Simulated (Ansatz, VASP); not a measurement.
## Two plane-wave programs on Bi

```
Bi
1.0
     3.45278    0.00000    0.00000
    -1.72639    2.99019    0.00000
     0.00000    0.00000    5.76906
Bi
2
Direct
  0.33333 0.66667 0.25000
  0.66667 0.33333 0.75000
```

Alike in both runs: functional PBEsol; k mesh 6 × 6 × 4; occupations gaussian, width 0.1 eV; no spin polarisation.

Ansatz relaxed the structure, and its values are those at the end. VASP's run is a single point on that final structure, the one shown.

|  | VASP | Ansatz |
| --- | --- | --- |
| version | VASP 6.6.1 | Ansatz 0.2.0 |
| potentials or method | VASP PAW PBE potentials, release 64 (Bi_d), cutoff 520 eV | scalar-relativistic, plane waves, PAW |
| valence electrons in the cell | 30 | 30 |

```csv
,VASP,Ansatz,Ansatz less VASP
gap on the k mesh at the Fermi level (eV),none,none,-
pressure (GPa),0.0,0.0,+0.08
```

VASP's potentials were made for PBE, not for PBEsol. A gap of «none» marks a metal or a gap that the smearing closes. The functional is the same, so the differences come from potentials, cutoffs and numerics.

Neither program's run includes spin-orbit coupling.
